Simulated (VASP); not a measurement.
Wanted: the native input for a VASP 6.6.1 run.

* Task: single point
* Functional: PBE
* Potentials or basis: VASP PAW PBE potentials, release 64 (Pt)
* Cutoff: 520 eV
* k mesh: 20 × 20 × 20
* Occupations: gaussian, width 0.15 eV
* Spin: no spin polarisation
* Dipole correction: no
* Further INCAR settings: ALGO = Fast; EDIFF = 1e-06; NBANDS = 11

The structure of Pt lies in POSCAR:

```
Pt
1.0
    0.0000000000      2.0068475000      2.0068475000
    2.0068475000      0.0000000000      2.0068475000
    2.0068475000      2.0068475000      0.0000000000
Pt
1
Direct
    0.0000000000      0.0000000000      0.0000000000
```

This cell differs from its parent crystal: strain +0.025 along x and y, +0.025 along z.

One way to write it, as run:

INCAR

```
SYSTEM = Pt
ALGO = Fast
EDIFF = 1E-6
ENCUT = 520
GGA = PE
ISIF = 2
ISMEAR = 0
LASPH = .True.
LCHARG = .False.
LREAL = .False.
LWAVE = .False.
NBANDS = 11
NELM = 80
PREC = Accurate
SIGMA = 0.15
```

KPOINTS

```
k-points
0
Gamma
  20 20 20
  0 0 0
```

Potentials or basis: VASP PAW PBE potentials, release 64 (Pt).

Launch:

```console
$ cat potpaw_PBE.64/Pt/POTCAR > POTCAR
$ mpirun -np 1 vasp_std > vasp.out
```

Results of the run:

```
Pressure               : -7.8 GPa
Band gap on the k mesh : zero (band 5 reaches 10.41 eV, above the bottom of band 6 at 8.43 eV)
```

Caveat: the cell differs from its parent crystal (strain +0.025 along x and y, +0.025 along z); spin-orbit coupling is left out, which moves the levels of the heavy elements.

Wall time 2.1 min on 1 thread of AMD EPYC 7R13, with other jobs on the host, peak memory 0.15 GiB.
